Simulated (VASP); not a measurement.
Set up this calculation in VASP 6.6.1, as the native input.

* Task: relaxation of cell and atoms
* Functional: PBE
* Potentials or basis: VASP PAW PBE potentials, release 64 (B, N)
* Cutoff: 600 eV
* k mesh: 12 × 12 × 12
* Occupations: gaussian, width 0.02 eV
* Spin: no spin polarisation
* Dipole correction: no
* Further INCAR settings: ALGO = Normal; EDIFF = 1e-06; IBRION = 2; EDIFFG = -0.01; NSW = 80; ISIF = 3

The structure of BN lies in POSCAR:

```
BN
1.0
    0.0000000000      1.8123307207      1.8123307207
    1.8123307207      0.0000000000      1.8123307207
    1.8123307207      1.8123307207      0.0000000000
B N
1 1
Direct
    0.0000000000      0.0000000000      0.0000000000
    0.7500000000      0.7500000000      0.7500000000
```

One way to write it, as run:

INCAR

```
ALGO     = Normal         # electronic algorithm
EDIFF    = 1E-6           # SCF threshold, eV
EDIFFG   = -0.01          # ionic threshold
ENCUT    = 600            # plane-wave cutoff, eV
GGA      = PE             # functional
IBRION   = 2              # ionic algorithm
ISIF     = 3              # what is computed and relaxed
ISMEAR   = 0              # smearing method
LASPH    = T              # aspherical terms in the spheres
LCHARG   = F              # write CHGCAR
LREAL    = F              # projectors in reciprocal space
LWAVE    = F              # write WAVECAR
NELM     = 60             # most SCF steps
NSW      = 80             # ionic steps
PREC     = Accurate       # precision mode
SIGMA    = 0.02           # smearing width, eV
```

KPOINTS

```
k-points
0
Gamma
  12 12 12
```

Potentials or basis: VASP PAW PBE potentials, release 64 (B, N).

Command:

```sh
$ cat potpaw_PBE.64/B/POTCAR potpaw_PBE.64/N/POTCAR > POTCAR
$ mpirun -np 1 vasp_std > vasp.out
```

Results of the run:

```yaml
Pressure_after_relaxing: 0.0 GPa
Band_gap_on_the_k_mesh: 4.45 eV, indirect (least direct gap 8.78 eV)
```

Caveat: the relaxation stopped at its first step, so nothing moved.

It took 6.3 s on 1 thread of Intel(R) Xeon(R) 6975P-C (Granite Rapids), with other jobs on the host, peak memory 0.12 GiB.
